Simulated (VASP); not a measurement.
Write the native input for VASP 6.6.1 that does the following.

```yaml
Task: single point
Functional: PBEsol
Potentials_or_basis: VASP PAW PBE potentials, release 64 (Ni_sv_GW, Al)
Cutoff: 690 eV
k_mesh: 8 × 8 × 8
Occupations: fermi-dirac, width 0.05 eV
Spin: collinear spin, ferromagnetic start
Starting_moments: "[0.2, 0.0] μB"
Fixed_moment: 0.2 μB
Dipole_correction: no
Further_INCAR_settings: ALGO = Normal; EDIFF = 1e-06; NBANDS = 22
```

The structure of AlNi lies in POSCAR:

```
AlNi
1.0
    2.8810000000      0.0000000000      0.0000000000
    0.0000000000      2.8810000000      0.0000000000
    0.0000000000      0.0000000000      2.8810000000
Ni Al
1 1
Direct
    0.5000000000      0.5000000000      0.5000000000
    0.0000000000      0.0000000000      0.0000000000
```

One way to write it, as run:

INCAR

```
SYSTEM = AlNi
PREC = Accurate
ENCUT = 690
EDIFF = 1E-6
ISMEAR = -1
SIGMA = 0.05
LREAL = .FALSE.
LASPH = .TRUE.
NELM = 200
ALGO = Normal
ISIF = 2
LWAVE = .FALSE.
LCHARG = .FALSE.
ISPIN = 2
MAGMOM = 0.2 0
LORBIT = 11
NUPDOWN = 0.2
LMAXMIX = 4
GGA = PS
NBANDS = 22
GGA_COMPAT = .FALSE.
```

KPOINTS

```
regular mesh
0
G
  8 8 8
  0 0 0
```

Potentials or basis: VASP PAW PBE potentials, release 64 (Ni_sv_GW, Al).

The run is started by

```bash
$ cat potpaw_PBE.64/Ni_sv_GW/POTCAR potpaw_PBE.64/Al/POTCAR > POTCAR
$ mpirun -np 1 vasp_std > vasp.out
```

Results of the run:

The pressure is -2.3 GPa, the net moment is 0.20 μB per cell and the site moments are Ni +0.16; Al +0.01 μB. The valence electrons inside the program's atomic spheres are Ni 16.45; Al 0.80.

Caveat: the PAW data sets were made with another functional, which shifts forces and pressure a little; the total moment is fixed, so each spin has its own Fermi level and the state may be an excited one.

Run time: 41 s on 1 thread of AMD EPYC 9R45 96-Core Processor (Zen 5), on a shared host, peak memory 0.18 GiB.
